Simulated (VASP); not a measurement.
# Sc in VASP: settings compared

Aim: see how the results for Sc move with the level of theory and the settings. Levels: PBE+D4, PBE. Tasks: single point.

All numbers are computed with VASP 6.6.1; they aren't measurements. Logs are shortened: lines on timing, memory, paths and dates and some standing lists are left out, and cuts for length are marked.

## Step 1: The cell of the first run

It takes space group I4/mmm (No. 139, tetragonal). Conventional cell: a = 3.235 Å, b = 3.235 Å, c = 4.473 Å, α = 90.00°, β = 90.00°, γ = 90.00°. Within 4.2 Å of Sc (site symmetry 4/mmm) lie 12 Sc at 3.20 to 3.24 Å.

## Step 2: Single point, PBE+D4

File INCAR:

```
PREC     = Accurate       # precision mode
ENCUT    = 520            # plane-wave cutoff, eV
EDIFF    = 1E-6           # SCF threshold, eV
ISMEAR   = -1             # smearing method
SIGMA    = 0.03           # smearing width, eV
LREAL    = F              # projectors in reciprocal space
LASPH    = T              # aspherical terms in the spheres
NELM     = 100            # most SCF steps
ALGO     = Normal         # electronic algorithm
ISIF     = 2              # what is computed and relaxed
LWAVE    = F              # write WAVECAR
LCHARG   = F              # write CHGCAR
GGA      = PE             # functional
IVDW     = 13             # dispersion correction
NBANDS   = 12             # bands
```

File KPOINTS:

```
regular mesh
0
Gamma
  12 12 12
```

File POSCAR:

```
Sc
1.0
    0.0000000000      2.2877227499      2.2364425000
    2.2877227499      0.0000000000      2.2364425000
    2.2877227499      2.2877227499      0.0000000000
Sc
1
Direct
    0.0000000000      0.0000000000      0.0000000000
```

Potentials or basis: VASP PAW PBE potentials, release 64 (Sc_sv).

On the command line:

```sh
cat potpaw_PBE.64/Sc_sv/POTCAR > POTCAR
mpirun -np 1 vasp_std > vasp.out
```

OUTCAR:

```text
PREC = Accurate
   ENCUT = 520
   EDIFF = 1E-6
   ISMEAR = -1
   LREAL = F
   LASPH = T
   NELM = 100
   ISIF = 2
   GGA = PE
   IVDW = 13

 ion  position               nearest neighbor table
   1  0.000  0.000  0.000-

  LATTYP: Found a body centered tetragonal cell.
 ALAT       =     3.2353285399
 C/A-ratio  =     1.3825133815

  Lattice vectors:

 A1 = (   0.0000000000,  -2.2877227499,  -2.2364425000)
 A2 = (   0.0000000000,   2.2877227499,  -2.2364425000)
 A3 = (   2.2877227499,   0.0000000000,   2.2364425000)

Analysis of symmetry for initial positions (statically):
=====================================================================
 Subroutine PRICEL returns:
 Original cell was already a primitive cell.

 Routine SETGRP: Setting up the symmetry group for a
 body centered tetragonal supercell.

 Subroutine GETGRP returns: Found 16 space group operations
 (whereof 16 operations were pure point group operations)
 out of a pool of 16 trial point group operations.

The static configuration has the point symmetry D_4h.

Analysis of symmetry for dynamics (positions and initial velocities):
=====================================================================
 Subroutine PRICEL returns:
 Original cell was already a primitive cell.

 Routine SETGRP: Setting up the symmetry group for a
 body centered tetragonal supercell.

 Subroutine GETGRP returns: Found 16 space group operations
 (whereof 16 operations were pure point group operations)
 out of a pool of 16 trial point group operations.

The dynamic configuration has the point symmetry D_4h.

 Subroutine INISYM returns: Found 16 space group operations
 (whereof 16 operations are pure point group operations),
 and found     1 'primitive' translations

----------------------------------------------------------------------------------------

                                     Primitive cell

  volume of cell :      23.4096

  direct lattice vectors                    reciprocal lattice vectors
     0.000000000  2.287722750  2.236442500    -0.218557952  0.218557952  0.223569352
     2.287722750  0.000000000  2.236442500     0.218557952 -0.218557952  0.223569352
     2.287722750  2.287722750  0.000000000     0.218557952  0.218557952 -0.223569352

  length of vectors
     3.199273423  3.199273423  3.235328540     0.381468757  0.381468757  0.381468757

  position of ions in fractional coordinates (direct lattice)
     0.000000000  0.000000000  0.000000000

  ion indices of the primitive-cell ions
   primitive index   ion index
                 1           1

----------------------------------------------------------------------------------------

 KPOINTS: regular mesh

Automatic generation of k-mesh.
 Grid dimensions read from file:
 generate k-points for:   12   12   12

 Generating k-lattice:

  Cartesian coordinates                     Fractional coordinates (reciprocal lattice)
    -0.018213163  0.018213163  0.018630779     0.083333333 -0.000000000  0.000000000
     0.018213163 -0.018213163  0.018630779    -0.000000000  0.083333333  0.000000000
     0.018213163  0.018213163 -0.018630779     0.000000000  0.000000000  0.083333333

  Length of vectors
     0.031789063  0.031789063  0.031789063

  Shift w.r.t. Gamma in fractional coordinates (k-lattice)
     0.000000000  0.000000000  0.000000000

 Subroutine IBZKPT returns following result:
 ===========================================

 Found    163 irreducible k-points:

 Following reciprocal coordinates:
            Coordinates               Weight
  0.000000  0.000000  0.000000      1.000000
  0.083333  0.000000  0.000000      8.000000
  0.166667  0.000000  0.000000      8.000000
  0.250000  0.000000  0.000000      8.000000
  0.333333  0.000000  0.000000      8.000000
  0.416667  0.000000  0.000000      8.000000
[... 16 lines left out ...]
  0.500000  0.166667  0.000000      8.000000
 -0.416667  0.166667  0.000000      8.000000
 [... further k-points ...]
   k-points           NKPTS =    163   k-points in BZ     NKDIM =    163   number of bands    NBANDS=     12
   number of dos      NEDOS =    301   number of ions     NIONS =      1
   total plane-waves  NPLWV =  13824
   dimension x,y,z NGX =    24 NGY =   24 NGZ =   24
   dimension x,y,z NGXF=    48 NGYF=   48 NGZF=   48
   ions per type =               1
   NGX,Y,Z   is equivalent  to a cutoff of  12.47, 12.47, 12.33 a.u.
   NGXF,Y,Z  is equivalent  to a cutoff of  24.94, 24.94, 24.66 a.u.
 SYSTEM =  unknown system
   PREC   = accura    normal or accurate (medium, high low for compatibility)
   ISTART =      0    job   : 0-new  1-cont  2-samecut
   ICHARG =      2    charge: 1-file 2-atom 10-const
   ISPIN  =      1    spin polarized calculation?
   LNONCOLLINEAR =      F non collinear calculations
   LSORBIT =      F    spin-orbit coupling
   LASPH  =      T    aspherical Exc in radial PAW
   ENCUT  =  520.0 eV  38.22 Ry    6.18 a.u.   5.95  5.95  6.02*2*pi/ulx,y,z
   NELM   =    100;   NELMIN=  2; NELMDL= -5     # of ELM steps
   EDIFF  = 0.1E-05   stopping-criterion for ELM
   LREAL  =      F    real-space projection
   EDIFFG = 0.1E-04   stopping-criterion for IOM
   NSW    =      0    number of steps for IOM
   IBRION =     -1    ionic relax: 0-MD 1-quasi-New 2-CG
   NFREE  =      0    steps in history (QN), initial steepest desc. (CG)
   ISIF   =      2    stress and relaxation
   ISYM   =      2    0-nonsym 1-usesym 2-fastsym
   POTIM  = 0.5000    time-step for ionic-motion
   TEBEG  =    0.0;   TEEND  =   0.0 temperature during run
   PSTRESS=    0.0 pullay stress
   NELECT =      11.0000    total number of electrons
   NUPDOWN=      -1.0000    fix difference up-down
   EMIN   =  10.00;   EMAX   =-10.00  energy-range for DOS
   EFERMI =   0.00;   METHOD = LEGACY
   ISMEAR =    -1;   SIGMA  =   0.03  broadening in eV -4-tet -1-fermi 0-gaus
   EFERMI_NEDOS =   21; number of points for ismear=-14 and -15
   IALGO  =     38    algorithm
   IMIX   =      4    mixing-type and parameters
     AMIX     =   0.40;   BMIX     =  1.00
     AMIX_MAG =   1.60;   BMIX_MAG =  1.00
  volume/ion in A,a.u.               =      23.41       157.98
  Fermi-wavevector in a.u.,A,eV,Ry     =   1.272744  2.405136 22.039751  1.619876
  Thomas-Fermi vector in A             =   2.405605
   LORBIT       =      0    0 simple, 1 ext, 2 COOP (PROOUT), +10 PAW based schemes
   GGA     = PE    functional components
   LHFCALC =     F    Hartree Fock is set to
   AEXX    =    0.0000 exact exchange contribution
   IVDW    =    13    specifies the selected vdW correction
   LEPSILON=     F    determine dielectric tensor
   LRPA    =     F    only Hartree local field effects (RPA)
 non-spin polarized calculation
  energy-cutoff  :      520.00
  volume of cell :       23.41
 maximum number of plane-waves:       640
   NGX = 11   NGY = 11   NGZ = 13

 number of electron      10.9999997 magnetization

 Free energy of the ion-electron system (eV)
  ---------------------------------------------------
  ext. energy  EPLUGINS =         0.00000000
  ---------------------------------------------------
  free energy    TOTEN  =        -6.19213387 eV

  energy without entropy =       -6.18709025  energy(sigma->0) =       -6.18961206

 E-fermi :   4.0521     XC(G=0): -10.0833

 val. band max:        4.0470377573   @ k =   0.5000   0.3333   0.1667
 cond. band min:       4.0578200721   @ k =  -0.2500   0.4167   0.1667
 fundamental gap:      0.0107823148
 Fermi energy:         4.0520884030

 k-point     1 :       0.0000    0.0000    0.0000
  band No.  band energies     occupation
      1     -45.2537      2.00000
      2     -23.6386      2.00000
      3     -23.6386      2.00000
      4     -23.6382      2.00000
      5      -1.2361      2.00000
      6       5.6518      0.00000
      7       5.6518      0.00000
      8       5.7998      0.00000
      9       7.0823      0.00000
     10       7.2584      0.00000
     11      16.8439      0.00000
     12      20.3065      0.00000

 k-point     2 :       0.0833    0.0000    0.0000
  band No.  band energies     occupation
      1     -45.2488      2.00000
      2     -23.6710      2.00000
      3     -23.6432      2.00000
      4     -23.6419      2.00000
      5      -1.0520      2.00000
      6       5.5482      0.00000
      7       5.7189      0.00000
      8       5.8335      0.00000
      9       7.0398      0.00000
     10       7.2055      0.00000
     11      17.0156      0.00000
     12      19.1055      0.00000

 k-point     3 :       0.1667    0.0000    0.0000
  band No.  band energies     occupation
      1     -45.2353      2.00000
      2     -23.7592      2.00000
      3     -23.6558      2.00000
      4     -23.6518      2.00000
      5      -0.5232      2.00000
      6       5.2137      0.00000
      7       5.8454      0.00000
      8       5.9641      0.00000
      9       7.0044      0.00000
     10       7.1288      0.00000
     11      16.7152      0.00000
     12      17.7334      0.00000
[... 286 lines left out ...]
 k-point    23 :       0.5000    0.1667    0.0000
  band No.  band energies     occupation
      1     -45.1727      2.00000
      2     -24.0628      2.00000
      3     -23.7637      2.00000
      4     -23.7344      2.00000
      5       2.6454      2.00000
      6       3.9320      1.96407
      7       5.2548      0.00000
      8       5.9919      0.00000
      9       8.1927      0.00000
     10       8.5721      0.00000
     11      11.3421      0.00000
     12      16.3071      0.00000

 k-point    24 :      -0.4167    0.1667    0.0000
  band No.  band energies     occupation
      1     -45.1720      2.00000
      2     -24.0631      2.00000
      3     -23.7795      2.00000
      4     -23.7247      2.00000
      5       2.7441      2.00000
      6       3.9804      1.83210
      7       5.2161      0.00000
      8       5.9428      0.00000
      9       7.9381      0.00000
     10       8.8555      0.00000
     11      11.2382      0.00000
     12      15.9670      0.00000

 [... further k-points ...]

------------------------ aborting loop because EDIFF is reached ----------------------------------------

  DFT-D4 for vdW energy calculation

  Edisp (eV):   -0.28015

  FORCE on cell =-STRESS in cart. coord.  units (eV):
  Direction    XX          YY          ZZ          XY          YZ          ZX
  --------------------------------------------------------------------------------------
  -------------------------------------------------------------------------------------
  Total       0.12748     0.12748     0.22773     0.00000     0.00000     0.00000
  in kB       8.72471     8.72471    15.58578     0.00000     0.00000     0.00000
  external pressure =       11.01 kB  Pullay stress =        0.00 kB

 VOLUME and BASIS-vectors are now :
 -----------------------------------------------------------------------------
  energy-cutoff  :      520.00
  volume of cell :       23.41
      direct lattice vectors                 reciprocal lattice vectors
     0.000000000  2.287722750  2.236442500    -0.218557952  0.218557952  0.223569352
     2.287722750  0.000000000  2.236442500     0.218557952 -0.218557952  0.223569352
     2.287722750  2.287722750  0.000000000     0.218557952  0.218557952 -0.223569352

 POSITION                                       TOTAL-FORCE (eV/Angst)
 -----------------------------------------------------------------------------------
      0.00000      0.00000      0.00000        -0.000000      0.000000     -0.000000
 -----------------------------------------------------------------------------------
    total drift:                               -0.000000      0.000000     -0.000000

  FREE ENERGIE OF THE ION-ELECTRON SYSTEM (eV)
  ---------------------------------------------------
  free  energy   TOTEN  =        -6.4722822752 eV

  energy  without entropy=       -6.4672386571  energy(sigma->0) =       -6.46976047
```

Run time: 22 s. Hardware: 1 thread of Intel Xeon Platinum 8259CL at 2.50GHz (Skylake/Cascade Lake), shared host; peak memory 0.17 GiB.

What came out:

* Free energy: -6.4723 eV
* Pressure: 1.1 GPa
* Dispersion energy per atom: -0.280 eV

Caveat: pairwise dispersion overbinds metals, which lowers pressure and volume.

## Step 3: Single point, PBE (volume scaled by 0.95)

File INCAR:

```
  PREC = Accurate
  ENCUT = 520
  EDIFF = 1E-7
  ISMEAR = -1
  SIGMA = 0.03
  LREAL = F
  LASPH = T
  NELM = 100
  ALGO = Normal
  ISIF = 2
  LWAVE = F
  LCHARG = F
  GGA = PE
  NBANDS = 12
```

KPOINTS is that of step 2.

File POSCAR:

```
Sc
1.0
    0.0000000000      2.2320095133      2.2320095133
    2.2320095133      0.0000000000      2.2320095133
    2.2320095133      2.2320095133      0.0000000000
Sc
1
Direct
    0.0000000000      0.0000000000      0.0000000000
```

Potentials or basis: VASP PAW PBE potentials, release 64 (Sc_sv).

On the command line:

```sh
cat potpaw_PBE.64/Sc_sv/POTCAR > POTCAR
mpirun -np 1 vasp_std > vasp.out
```

OUTCAR:

```text
PREC = Accurate
   ENCUT = 520
   EDIFF = 1E-7
   ISMEAR = -1
   LREAL = F
   LASPH = T
   NELM = 100
   ISIF = 2
   GGA = PE

 ion  position               nearest neighbor table
   1  0.000  0.000  0.000-

  LATTYP: Found a face centered cubic cell.
 ALAT       =     4.4640190266

  Lattice vectors:

 A1 = (   0.0000000000,   2.2320095133,   2.2320095133)
 A2 = (   2.2320095133,   0.0000000000,   2.2320095133)
 A3 = (   2.2320095133,   2.2320095133,   0.0000000000)

Analysis of symmetry for initial positions (statically):
=====================================================================
 Subroutine PRICEL returns:
 Original cell was already a primitive cell.

 Routine SETGRP: Setting up the symmetry group for a
 face centered cubic supercell.

 Subroutine GETGRP returns: Found 48 space group operations
 (whereof 48 operations were pure point group operations)
 out of a pool of 48 trial point group operations.

The static configuration has the point symmetry O_h .

Analysis of symmetry for dynamics (positions and initial velocities):
[... 160 lines left out ...]
 fundamental gap:      0.0326471274
 Fermi energy:         4.3769918863

 k-point     1 :       0.0000    0.0000    0.0000
  band No.  band energies     occupation
      1     -44.7964      2.00000
      2     -23.1433      2.00000
      3     -23.1433      2.00000
      4     -23.1433      2.00000
      5      -1.0031      2.00000
      6       6.0904      0.00000
      7       6.0904      0.00000
      8       6.0904      0.00000
      9       7.6688      0.00000
     10       7.6688      0.00000
     11      17.4466      0.00000
     12      21.2659      0.00000
[... 331 lines left out ...]
 k-point    24 :      -0.4167    0.1667    0.0000
  band No.  band energies     occupation
      1     -44.6955      2.00000
      2     -23.6482      2.00000
      3     -23.3161      2.00000
      4     -23.2348      2.00000
      5       3.0441      2.00000
      6       4.3497      1.42569
      7       5.5006      0.00000
      8       6.4178      0.00000
      9       8.4698      0.00000
     10       9.5291      0.00000
     11      11.9981      0.00000
     12      16.5132      0.00000

 [... further k-points ...]
[... 5 lines left out ...]
  --------------------------------------------------------------------------------------
  -------------------------------------------------------------------------------------
  Total        0.8763982      0.8763982      0.8763982     -0.0000000     -0.0000000      0.0000000
  in kB       63.1384546     63.1384546     63.1384546     -0.0000000     -0.0000000      0.0000000
  external PRESSURE =      63.1384546 kB  Pullay stress =       0.0000000 kB

 VOLUME and BASIS-vectors are now :
 -----------------------------------------------------------------------------
  energy-cutoff  :      520.00
  volume of cell :       22.24
      direct lattice vectors                 reciprocal lattice vectors
     0.000000000  2.232009513  2.232009513    -0.224013382  0.224013382  0.224013382
     2.232009513  0.000000000  2.232009513     0.224013382 -0.224013382  0.224013382
     2.232009513  2.232009513  0.000000000     0.224013382  0.224013382 -0.224013382

 POSITION                                       TOTAL-FORCE (eV/Angst)
 -----------------------------------------------------------------------------------
      0.00000      0.00000      0.00000         0.000000     -0.000000     -0.000000
 -----------------------------------------------------------------------------------
    total drift:                                0.000000      0.000000      0.000000

  FREE ENERGIE OF THE ION-ELECTRON SYSTEM (eV)
  ---------------------------------------------------
  free  energy   TOTEN  =        -6.1587798024 eV

  energy  without entropy=       -6.1537381553  energy(sigma->0) =       -6.15625898
```

It took 27 s on 1 thread of Intel Xeon 8259CL, shared host; peak memory 0.14 GiB.

Results:

| Quantity | Value |
| --- | --- |
| Free energy | -6.1588 eV |
| Pressure | 6.3 GPa |

(Part 1 of 2 ends here.)
